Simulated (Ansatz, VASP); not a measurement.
**One calculation of ZnSbO, two programs**

INCAR

```
ALGO     = Normal         # electronic algorithm
EDIFF    = 1E-7           # SCF threshold, eV
EDIFFG   = -0.01          # ionic threshold
ENCUT    = 600            # plane-wave cutoff, eV
GGA      = PE             # functional
IBRION   = 2              # ionic algorithm
ISIF     = 3              # what is computed and relaxed
ISMEAR   = 0              # smearing method
LASPH    = True           # aspherical terms in the spheres
LCHARG   = False          # write CHGCAR
LREAL    = False          # projectors in reciprocal space
LWAVE    = False          # write WAVECAR
NELM     = 80             # most SCF steps
NSW      = 100            # ionic steps
PREC     = Accurate       # precision mode
SIGMA    = 0.1            # smearing width, eV
```

Contents of KPOINTS:

```
k-points
0
Gamma
  18 18 6
```

The input POSCAR:

```
ZnSbO
1.0
    3.2695786031      0.0000000000      0.0000000000
   -1.6347893016      2.8315381300      0.0000000000
    0.0000000000      0.0000000000      7.3973798382
Zn Sb O
1 1 1
Direct
    0.0000000000      0.0000000000      0.0000000000
    0.6666666667      0.3333333333      0.5000000000
    0.3333333333      0.6666666667      0.0000000000
```

Input for Ansatz:

```yaml
crystal:
  lattice:
    - [3.2695786031, 0.0, 0.0]
    - [-1.6347893016, 2.83153813, 0.0]
    - [0.0, 0.0, 7.3973798382]
  atoms:
    - { symbol: Zn, position: [0.0, 0.0, 0.0] }
    - { symbol: Sb, position: [0.6666666667, 0.3333333333, 0.5] }
    - { symbol: O, position: [0.3333333333, 0.6666666667, 0.0] }
basis:
  ecutwfc: 420
kpoints:
  mp_grid: { grid: [18, 18, 6] }
hamiltonian:
  xc: pbe
scf:
  occupations: { method: gaussian, width: 0.1 }
output:
  forces: true
  stress: true
  eigenvalues: true
  write_density: true
  write_potential: true
  elf: true
  volumetric_format: npy
relax:
  adjacent_minimum: "off"
  f_tol: 0.01
  max_steps: 80
  cell: { stress_tol: 0.05 }
```

Change from the starting cell: species swapped into the DyHSe type (P-6m2, No. 187).

Alike in both runs: task relaxation of cell and atoms; functional PBE; k mesh 18 × 18 × 6; occupations gaussian, width 0.1 eV; no spin polarisation.

```csv
,VASP,Ansatz
version,VASP 6.6.1,Ansatz 0.2.0
potentials or method,"VASP PAW PBE potentials, release 64 (Zn, Sb, O), cutoff 600 eV","scalar-relativistic, plane waves, PAW"
valence electrons in the cell,23,33
```

```tsv
	VASP	Ansatz	Ansatz less VASP
gap on the k mesh at the Fermi level, each at its own relaxed structure (eV)	none	none	-
relaxed volume (Å³/atom)	23.50	23.96	+0.463
relaxed length of the cell vector where the two differ most in proportion (Å)	7.712	7.897	+0.1843
```

A gap of «none» marks a metal or a gap that the smearing closes. VASP's potentials hold 23 valence electrons a cell and Ansatz's 33, so a difference there can come from the potentials and not from the codes.

Neither program's run includes spin-orbit coupling.
